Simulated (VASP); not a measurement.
# WF2 (P4_2/mnm) in VASP: further runs

WF2 is run at these levels: PBE; tasks: single point, relaxation of cell and atoms.

Program: VASP 6.6.1. These are calculated values, not measurements. Logs are shortened: lines on timing, memory, paths and dates and some standing lists are left out, and cuts for length are marked.

### 1 The cell of the first run

It takes space group P4_2/mnm (No. 136, tetragonal). Conventional cell: a = 5.893 Å, b = 5.893 Å, c = 2.453 Å, α = 90.00°, β = 90.00°, γ = 90.00°. Within 2.7 Å of W (site symmetry mmm) lie 6 F at 2.05 to 2.45 Å and 2 W at 2.45 Å. F (site symmetry m2m) has 3 W at 2.05 to 2.45 Å and 2 F at 2.45 Å within 2.7 Å.

### 2 Single point, PBE, collinear spin

Contents of INCAR:

```
PREC = Accurate
ENCUT = 520
EDIFF = 1E-6
ISMEAR = 0
SIGMA = 0.1
LREAL = F
LASPH = T
NELM = 150
ALGO = Normal
ISIF = 2
LWAVE = F
LCHARG = F
ISPIN = 2
MAGMOM = 0.92 0.92 0 0 0 0
LORBIT = 11
LMAXMIX = 4
GGA = PE
NBANDS = 41
```

Contents of KPOINTS:

```
Automatic mesh
0
Gamma
  4 4 6
```

Contents of POSCAR:

```
WF2
1.0
    5.8926593052      0.0000000000      0.0000000000
    0.0000000000      5.8926593052      0.0000000000
    0.0000000000      0.0000000000      2.4531993801
W F
2 4
Direct
    0.0000000000      0.0000000000      0.0000000000
    0.5000000000      0.5000000000      0.5000000000
    0.2457756166      0.2457756166      0.0000000000
    0.7542243834      0.7542243834      0.0000000000
    0.7457756166      0.2542243834      0.5000000000
    0.2542243834      0.7457756166      0.5000000000
```

Potentials or basis: VASP PAW PBE potentials, release 64 (W_sv, F).

Launch:

```
$ cat potpaw_PBE.64/W_sv/POTCAR potpaw_PBE.64/F/POTCAR > POTCAR
$ mpirun -np 1 vasp_std > vasp.out
```

OUTCAR:

```text
PREC = Accurate
   ENCUT = 520
   EDIFF = 1E-6
   ISMEAR = 0
   LREAL = F
   LASPH = T
   NELM = 150
   ISIF = 2
   ISPIN = 2
   LORBIT = 11
   GGA = PE

 ion  position               nearest neighbor table
   1  0.000  0.000  0.000-   3 2.05   4 2.05   5 2.45   6 2.45   5 2.45   6 2.45
   2  0.500  0.500  0.500-   5 2.05   6 2.05   3 2.45   4 2.45   3 2.45   4 2.45
   3  0.246  0.246  0.000-   1 2.05   2 2.45   2 2.45
   4  0.754  0.754  0.000-   1 2.05   2 2.45   2 2.45
   5  0.746  0.254  0.500-   2 2.05   1 2.45   1 2.45
   6  0.254  0.746  0.500-   2 2.05   1 2.45   1 2.45

  LATTYP: Found a simple tetragonal cell.
 ALAT       =     5.8926593052
 C/A-ratio  =     0.4163144776

  Lattice vectors:

 A1 = (   5.8926593052,   0.0000000000,   0.0000000000)
 A2 = (   0.0000000000,   5.8926593052,   0.0000000000)
 A3 = (   0.0000000000,   0.0000000000,   2.4531993801)

Analysis of symmetry for initial positions (statically):
=====================================================================
 Subroutine PRICEL returns:
 Original cell was already a primitive cell.

 Routine SETGRP: Setting up the symmetry group for a
 simple tetragonal supercell.

 Subroutine GETGRP returns: Found 16 space group operations
 (whereof  8 operations were pure point group operations)
 out of a pool of 16 trial point group operations.

The static configuration has the point symmetry D_2h.
 The point group associated with its full space group is D_4h.

Analysis of symmetry for dynamics (positions and initial velocities):
=====================================================================
 Subroutine PRICEL returns:
 Original cell was already a primitive cell.

 Routine SETGRP: Setting up the symmetry group for a
 simple tetragonal supercell.

 Subroutine GETGRP returns: Found 16 space group operations
 (whereof  8 operations were pure point group operations)
 out of a pool of 16 trial point group operations.

The dynamic configuration has the point symmetry D_2h.
 The point group associated with its full space group is D_4h.

Analysis of structural, dynamic, and magnetic symmetry:
=====================================================================
 Subroutine PRICEL returns:
 Original cell was already a primitive cell.

 Routine SETGRP: Setting up the symmetry group for a
 simple tetragonal supercell.

 Subroutine GETGRP returns: Found 16 space group operations
 (whereof  8 operations were pure point group operations)
 out of a pool of 16 trial point group operations.

The overall configuration has the point symmetry D_2h.
 The point group associated with its full space group is D_4h.

 Subroutine INISYM returns: Found 16 space group operations
 (whereof  8 operations are pure point group operations),
 and found     1 'primitive' translations

----------------------------------------------------------------------------------------

                                     Primitive cell

  volume of cell :      85.1835

  direct lattice vectors                    reciprocal lattice vectors
     5.892659305  0.000000000  0.000000000     0.169702667  0.000000000  0.000000000
     0.000000000  5.892659305  0.000000000     0.000000000  0.169702667  0.000000000
     0.000000000  0.000000000  2.453199380     0.000000000  0.000000000  0.407630953

  length of vectors
     5.892659305  5.892659305  2.453199380     0.169702667  0.169702667  0.407630953

  position of ions in fractional coordinates (direct lattice)
     0.000000000  0.000000000  0.000000000
     0.500000000  0.500000000  0.500000000
     0.245775617  0.245775617  0.000000000
     0.754224383  0.754224383  0.000000000
     0.745775617  0.254224383  0.500000000
     0.254224383  0.745775617  0.500000000

  ion indices of the primitive-cell ions
   primitive index   ion index
                 1           1
                 2           2
                 3           3
                 4           4
                 5           5
[... 29 lines left out ...]
            Coordinates               Weight
  0.000000  0.000000  0.000000      1.000000
  0.250000  0.000000  0.000000      4.000000
  0.500000  0.000000  0.000000      2.000000
  0.250000  0.250000  0.000000      4.000000
  0.500000  0.250000  0.000000      4.000000
  0.500000  0.500000  0.000000      1.000000
[... 16 lines left out ...]
  0.500000  0.250000  0.500000      4.000000
  0.500000  0.500000  0.500000      1.000000
   k-points           NKPTS =     24   k-points in BZ     NKDIM =     24   number of bands    NBANDS=     41
   number of dos      NEDOS =    301   number of ions     NIONS =      6
   total plane-waves  NPLWV =  41472
   dimension x,y,z NGX =    48 NGY =   48 NGZ =   18
   dimension x,y,z NGXF=    96 NGYF=   96 NGZF=   36
   ions per type =               2   4
   NGX,Y,Z   is equivalent  to a cutoff of  13.54, 13.54, 12.20 a.u.
   NGXF,Y,Z  is equivalent  to a cutoff of  27.08, 27.08, 24.40 a.u.
 SYSTEM =  unknown system
   PREC   = accura    normal or accurate (medium, high low for compatibility)
   ISTART =      0    job   : 0-new  1-cont  2-samecut
   ICHARG =      2    charge: 1-file 2-atom 10-const
   ISPIN  =      2    spin polarized calculation?
   LNONCOLLINEAR =      F non collinear calculations
   LSORBIT =      F    spin-orbit coupling
   LASPH  =      T    aspherical Exc in radial PAW
   ENCUT  =  520.0 eV  38.22 Ry    6.18 a.u.  10.96 10.96  4.56*2*pi/ulx,y,z
   NELM   =    150;   NELMIN=  2; NELMDL= -5     # of ELM steps
   EDIFF  = 0.1E-05   stopping-criterion for ELM
   LREAL  =      F    real-space projection
   EDIFFG = 0.1E-04   stopping-criterion for IOM
   NSW    =      0    number of steps for IOM
   IBRION =     -1    ionic relax: 0-MD 1-quasi-New 2-CG
   NFREE  =      0    steps in history (QN), initial steepest desc. (CG)
   ISIF   =      2    stress and relaxation
   ISYM   =      2    0-nonsym 1-usesym 2-fastsym
   POTIM  = 0.5000    time-step for ionic-motion
   TEBEG  =    0.0;   TEEND  =   0.0 temperature during run
   PSTRESS=    0.0 pullay stress
   NELECT =      56.0000    total number of electrons
   NUPDOWN=      -1.0000    fix difference up-down
   EMIN   =  10.00;   EMAX   =-10.00  energy-range for DOS
   EFERMI =   0.00;   METHOD = LEGACY
   ISMEAR =     0;   SIGMA  =   0.10  broadening in eV -4-tet -1-fermi 0-gaus
   EFERMI_NEDOS =   21; number of points for ismear=-14 and -15
   IALGO  =     38    algorithm
   IMIX   =      4    mixing-type and parameters
     AMIX     =   0.40;   BMIX     =  1.00
     AMIX_MAG =   1.60;   BMIX_MAG =  1.00
  volume/ion in A,a.u.               =      14.20        95.81
  Fermi-wavevector in a.u.,A,eV,Ry     =   1.423483  2.689993 27.569544  2.026304
  Thomas-Fermi vector in A             =   2.544076
   LORBIT       =     11    0 simple, 1 ext, 2 COOP (PROOUT), +10 PAW based schemes
   GGA     = PE    functional components
   LHFCALC =     F    Hartree Fock is set to
   AEXX    =    0.0000 exact exchange contribution
   IVDW    =     0    specifies the selected vdW correction
   LEPSILON=     F    determine dielectric tensor
   LRPA    =     F    only Hartree local field effects (RPA)
 spin polarized calculation
 Gauss-broadening in eV      SIGMA  =   0.10
  energy-cutoff  :      520.00
  volume of cell :       85.18
 maximum number of plane-waves:      2306
 NGX is ok and might be reduce to    48
   NGX = 21   NGY = 21   NGZ =  9

 number of electron      56.0000044 magnetization       0.4813777

 Free energy of the ion-electron system (eV)
  ---------------------------------------------------
  ext. energy  EPLUGINS =         0.00000000
  ---------------------------------------------------
  free energy    TOTEN  =       -38.78409368 eV

  energy without entropy =      -38.76542425  energy(sigma->0) =      -38.77475897

 E-fermi :   5.3887     XC(G=0): -10.2359

 val. band max:        5.3409135421   @ k =   0.2500   0.0000   0.0000
 cond. band min:       5.3933701016   @ k =   0.5000   0.5000   0.3333
 fundamental gap:      0.0524565594
 Fermi energy:         5.3887423772

 spin component 1

 k-point     1 :       0.0000    0.0000    0.0000
  band No.  band energies     occupation
      1     -70.0343      1.00000
      2     -70.0340      1.00000
      3     -34.4867      1.00000
      4     -34.4867      1.00000
      5     -34.4465      1.00000
      6     -34.4464      1.00000
[... 1021 lines left out ...]
     39      15.5638      0.00000
     40      15.5638      0.00000
 Fermi energy:         5.3887423772

 spin component 2

 k-point     1 :       0.0000    0.0000    0.0000
  band No.  band energies     occupation
      1     -69.9439      1.00000
      2     -69.9437      1.00000
      3     -34.3265      1.00000
      4     -34.3265      1.00000
      5     -34.2867      1.00000
      6     -34.2867      1.00000
[... 1021 lines left out ...]
     39      15.6696      0.00000
     40      15.6696      0.00000
 [bands above 40 left out]

------------------------ aborting loop because EDIFF is reached ----------------------------------------

  FORCE on cell =-STRESS in cart. coord.  units (eV):
  Direction    XX          YY          ZZ          XY          YZ          ZX
  --------------------------------------------------------------------------------------
  -------------------------------------------------------------------------------------
  Total        0.6107817      0.6107817      0.5606399      0.0000000      0.0000000      0.0000000
  in kB       11.4879117     11.4879117     10.5448178      0.0000000      0.0000000      0.0000000
  external PRESSURE =      11.1735471 kB  Pullay stress =       0.0000000 kB

 VOLUME and BASIS-vectors are now :
 -----------------------------------------------------------------------------
  energy-cutoff  :      520.00
  volume of cell :       85.18
      direct lattice vectors                 reciprocal lattice vectors
     5.892659305  0.000000000  0.000000000     0.169702667  0.000000000  0.000000000
     0.000000000  5.892659305  0.000000000     0.000000000  0.169702667  0.000000000
     0.000000000  0.000000000  2.453199380     0.000000000  0.000000000  0.407630953

 POSITION                                       TOTAL-FORCE (eV/Angst)
 -----------------------------------------------------------------------------------
      0.00000      0.00000      0.00000        -0.000000      0.000000     -0.000000
      2.94633      2.94633      1.22660        -0.000000      0.000000     -0.000000
      1.44827      1.44827      0.00000         0.073762      0.073762      0.000000
      4.44439      4.44439      0.00000        -0.073762     -0.073762     -0.000000
      4.39460      1.49806      1.22660         0.073762     -0.073762     -0.000000
      1.49806      4.39460      1.22660        -0.073762      0.073762     -0.000000
 -----------------------------------------------------------------------------------
    total drift:                               -0.000000     -0.000000     -0.000000

  FREE ENERGIE OF THE ION-ELECTRON SYSTEM (eV)
  ---------------------------------------------------
  free  energy   TOTEN  =       -38.7840936836 eV

  energy  without entropy=      -38.7654242519  energy(sigma->0) =      -38.77475897

 total charge

# of ion       s       p       d       tot
------------------------------------------
    1        2.286   6.144   3.512  11.942
    2        2.286   6.144   3.512  11.942
    3        1.742   4.335   0.000   6.077
    4        1.742   4.335   0.000   6.077
    5        1.742   4.335   0.000   6.077
    6        1.742   4.335   0.000   6.077
--------------------------------------------------
tot         11.540  29.627   7.024  48.190

 magnetization (x)

# of ion       s       p       d       tot
------------------------------------------
    1        0.004   0.001   0.184   0.189
    2        0.004   0.001   0.184   0.189
    3        0.001   0.007   0.000   0.008
    4        0.001   0.007   0.000   0.008
    5        0.001   0.007   0.000   0.008
    6        0.001   0.007   0.000   0.008
--------------------------------------------------
tot          0.011   0.030   0.368   0.410
```

Wall time 9.4 min (1 thread of Oxide Virtual Turin-like, shared host); peak memory 0.27 GiB.

What came out:

- Free energy: -38.7841 eV
- Pressure: 1.1 GPa
- Largest force: 0.104 eV/Å
- Net moment: 0.48 μB per cell
- Site moments: W +0.19; F +0.01 μB
- Valence electrons inside the program's atomic spheres: W 11.94; F 6.08

Forces in eV/Å, atoms in the order of the input:
```
W    0.000  0.000  0.000
W    0.000  0.000  0.000
F    0.074  0.074  0.000
F   -0.074 -0.074  0.000
F    0.074 -0.074  0.000
F   -0.074  0.074  0.000
```

Caveat: the k points lie up to 0.43 Å⁻¹ apart; a moment this small can come from the mesh or the smearing; spin-orbit coupling is left out, which moves the levels of the heavy elements.

[end of part 1 of 2]
